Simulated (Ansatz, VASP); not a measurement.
## Two plane-wave programs on TiO2

```xyz
6
Lattice="4.5922 0.0000 0.0000 0.0000 4.5922 0.0000 0.0000 0.0000 2.9574" Properties=species:S:1:pos:R:3 pbc="T T T"
Ti    0.0000    0.0000    0.0000
Ti    2.2961    2.2961    1.4787
O     1.4004    1.4004    0.0000
O     0.8957    3.6965    1.4787
O     3.1918    3.1918    0.0000
O     3.6965    0.8957    1.4787
```

Alike in both runs: task relaxation of cell and atoms; functional r2SCAN; k mesh 6 × 6 × 10; occupations gaussian, width 0.02 eV; no spin polarisation.

|  | VASP | Ansatz |
| --- | --- | --- |
| version | VASP 6.6.1 | Ansatz 0.2.0 |
| potentials or method | VASP PAW PBE potentials, release 64 (Ti_sv, O), cutoff 600 eV | scalar-relativistic, plane waves, PAW |
| valence electrons in the cell | 48 | 48 |

```tsv
	VASP	Ansatz	Ansatz less VASP
gap on the k mesh at the Fermi level, each at its own relaxed structure (eV)	2.21	2.22	+0.006
relaxed volume (Å³/atom)	10.44	10.40	-0.039
relaxed cell length with the largest relative difference (Å)	2.961	2.954	-0.0072
```

VASP's potentials were made for PBE, not for r2SCAN.
